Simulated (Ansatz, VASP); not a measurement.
**Mo in VASP and in Ansatz**

```xyz
1
Lattice="0.1209 2.0427 1.9831 2.2468 0.0000 2.1040 2.1259 2.0427 0.1209" Properties=species:S:1:pos:R:3 pbc="T T T"
Mo    0.0000    0.0000    0.0000
```

Alike in both runs: task single point; functional PBEsol; k mesh 16 × 16 × 16; occupations gaussian, width 0.1 eV; no spin polarisation.

|  | VASP | Ansatz |
| --- | --- | --- |
| version | VASP 6.6.1 | Ansatz 0.2.0 |
| potentials or method | VASP PAW PBE potentials, release 64 (Mo_sv), cutoff 520 eV | scalar-relativistic, plane waves, PAW |
| valence electrons in the cell | 14 | 14 |

|  | VASP | Ansatz | Ansatz less VASP |
| --- | --- | --- | --- |
| gap on the k mesh at the Fermi level (eV) | none | none | - |
| pressure (GPa) | -19.3 | -19.6 | -0.30 |
| traceless stress, the component that is largest in VASP (GPa) | -5.79 | -5.80 | -0.007 |

VASP's potentials were made for PBE, not for PBEsol. A gap of «none» marks a metal or a gap that the smearing closes. The functional is the same, so the differences come from potentials, cutoffs and numerics.
